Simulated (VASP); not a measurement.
Write the native input for VASP 6.6.1 that does the following.

- Task: single point
- Functional: PBE
- Potentials or basis: VASP PAW PBE potentials, release 64 (Te, Pt, Se)
- Cutoff: 520 eV
- k mesh: 4 × 4 × 2
- Occupations: gaussian, width 0.1 eV
- Spin: no spin polarisation
- Dipole correction: no
- Further INCAR settings: ALGO = Normal; EDIFF = 1e-07; NBANDS = 25

The structure of TePtSe3 lies in POSCAR:

```
TePtSe3
1.0
    3.8127275626      0.0000000000      0.0000000000
    0.0000000000      3.8127275626      0.0000000000
    0.0000000000      0.0000000000      9.5545943417
Te Pt Se
1 1 3
Direct
    0.0000000000      0.0000000000      0.5000000000
    0.0000000000      0.0000000000      0.0000000000
    0.5000000000      0.5000000000      0.5000000000
    0.5000000000      0.5000000000      0.8807153070
    0.5000000000      0.5000000000      0.1192846930
```

The cell was generated, and may not be a known phase.

The input as run:

INCAR

```
SYSTEM = TePtSe3
ALGO = Normal ; EDIFF = 1E-7
ENCUT = 520 ; GGA = PE
ISIF = 2 ; ISMEAR = 0
LASPH = .TRUE. ; LCHARG = .FALSE.
LREAL = .FALSE. ; LWAVE = .FALSE.
NBANDS = 25 ; NELM = 100
PREC = Accurate ; SIGMA = 0.1
```

KPOINTS

```
k-points
0
G
  4 4 2
  0 0 0
```

Potentials or basis: VASP PAW PBE potentials, release 64 (Te, Pt, Se).

The run is started by

```sh
$ cat potpaw_PBE.64/Te/POTCAR potpaw_PBE.64/Pt/POTCAR potpaw_PBE.64/Se/POTCAR > POTCAR
$ mpirun -np 1 vasp_std > vasp.out
```

Results of the run:

```yaml
Pressure: 0.0 GPa
Band_gap_on_the_k_mesh: zero (bands 17 and 18 overlap by 1.92 eV)
```

Caveat: the k points lie up to 0.41 Å⁻¹ apart, too coarse for converged energies and pressures of a metal; spin-orbit coupling is left out, which moves the levels of the heavy elements; this functional lacks dispersion, which binds layers or chains, so the pressure and a relaxed spacing across them are unreliable.

Run time: 23 s on 1 thread of Intel(R) Xeon(R) 6975P-C (Granite Rapids), on a shared host, peak memory 0.24 GiB.
